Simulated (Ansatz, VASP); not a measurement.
## ZrC: VASP beside Ansatz

File INCAR:

```
PREC = Accurate
ENCUT = 520
EDIFF = 1E-7
ISMEAR = 0
SIGMA = 0.1
LREAL = F
LASPH = T
NELM = 100
ALGO = Normal
ISIF = 2
LWAVE = F
LCHARG = F
GGA = PE
NBANDS = 15
```

KPOINTS

```
Automatic mesh
0
Gamma
  14 14 14
```

Contents of POSCAR:

```
ZrC
1.0
    0.0000000000      2.3593523169      2.3593523169
    2.3240991669      0.0000000000      2.3593523169
    2.3240991669      2.3593523169      0.0000000000
Zr C
1 1
Direct
    0.5000000000      0.5000000000      0.5000000000
    0.0000000000      0.0000000000      0.0000000000
```

Input for Ansatz:

```yaml
crystal:
  lattice:
    - [0.0, 2.3593523169, 2.3593523169]
    - [2.3240991669, 0.0, 2.3593523169]
    - [2.3240991669, 2.3593523169, 0.0]
  atoms:
    - { symbol: Zr, position: [0.5, 0.5, 0.5] }
    - { symbol: C, position: [0.0, 0.0, 0.0] }
basis:
  ecutwfc: 420
kpoints:
  mp_grid: { grid: [14, 14, 14] }
hamiltonian:
  xc: pbe
scf:
  occupations: { method: gaussian, width: 0.1 }
output:
  forces: true
  stress: true
  eigenvalues: true
```

Alike in both runs: task single point; functional PBE; k mesh 14 × 14 × 14; occupations gaussian, width 0.1 eV; no spin polarisation.

```csv
,VASP,Ansatz
version,VASP 6.6.1,Ansatz 0.2.0
potentials or method,"VASP PAW PBE potentials, release 64 (Zr_sv, C), cutoff 520 eV","scalar-relativistic, plane waves, PAW"
valence electrons in the cell,16,16
```

Ansatz gave:

| Quantity | Value |
| --- | --- |
| gap on the k mesh at the Fermi level (eV) | none |
| pressure (GPa) | 2.1 |
| traceless stress, the component that is largest in VASP (GPa) | 3.78 |

Problem. What did VASP give for the same quantities?

Solution. gap on the k mesh at the Fermi level (eV): none; pressure (GPa): 2.3; traceless stress, the component that is largest in VASP (GPa): 3.80.

A gap of «none» marks a metal or a gap that the smearing closes.
